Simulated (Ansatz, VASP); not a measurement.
Two plane-wave programs on GaMo

```
Ga Mo
1.0
     2.20798    1.27478    1.80366
    -2.20798    1.27478    1.80366
     0.00000   -2.54956    1.80366
Ga Mo
1 1
Cartesian
  0.0000 0.0000 0.0000
  0.0000 0.0000 2.7055
```

Alike in both runs: functional PBE; k mesh 6 × 6 × 6; occupations gaussian, width 0.2 eV; no spin polarisation.

Ansatz relaxed the structure, and its values are those at the end. VASP's run is a single point on that final structure, the one shown.

```csv
,VASP,Ansatz
version,VASP 6.6.1,Ansatz 0.2.0
potentials or method,"VASP PAW PBE potentials, release 64 (Ga_d, Mo_sv), cutoff 520 eV","scalar-relativistic, plane waves, PAW"
valence electrons in the cell,27,27
```

```tsv
	VASP	Ansatz	Ansatz less VASP
gap on the k mesh at the Fermi level (eV)	none	none	-
pressure (GPa)	0.2	-0.3	-0.49
```

A gap of «none» marks a metal or a gap that the smearing closes.
